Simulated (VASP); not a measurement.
Wanted: the native input for a VASP 6.6.1 run.

```
Task                   : single point
Functional             : PBE
Potentials or basis    : VASP PAW PBE potentials, release 64 (Sr_sv)
Cutoff                 : 520 eV
k mesh                 : 9 × 9 × 9
Occupations            : fermi-dirac, width 0.136057 eV
Spin                   : no spin polarisation
Dipole correction      : no
Further INCAR settings : ALGO = Normal; EDIFF = 1e-06; NBANDS = 11
```

The structure of Sr lies in POSCAR:

```
Sr
1.0
    3.8792897343      0.0000000000      0.0000000000
    0.0000000000      3.8792897343      0.0000000000
    0.0000000000      0.0000000000      3.8792897343
Sr
1
Direct
    0.0000000000      0.0000000000      0.0000000000
```

The input as run:

INCAR

```
SYSTEM = Sr
ALGO = Normal
EDIFF = 1E-6
ENCUT = 520
GGA = PE
ISIF = 2
ISMEAR = -1
LASPH = .True.
LCHARG = .False.
LREAL = .False.
LWAVE = .False.
NBANDS = 11
NELM = 60
PREC = Accurate
SIGMA = 0.13605693000000002
```

KPOINTS

```
k-points
0
Gamma
  9 9 9
  0 0 0
```

Potentials or basis: VASP PAW PBE potentials, release 64 (Sr_sv).

Run with:

```bash
$ cat potpaw_PBE.64/Sr_sv/POTCAR > POTCAR
$ mpirun -np 1 vasp_std > vasp.out
```

Results of the run:

* Pressure: 0.0 GPa
* Band gap on the k mesh: zero (band 5 reaches 1.71 eV, above the bottom of band 6 at 1.21 eV)

It took 26 s on 1 thread of Intel Xeon 8259CL, on a shared host, peak memory 0.17 GiB.
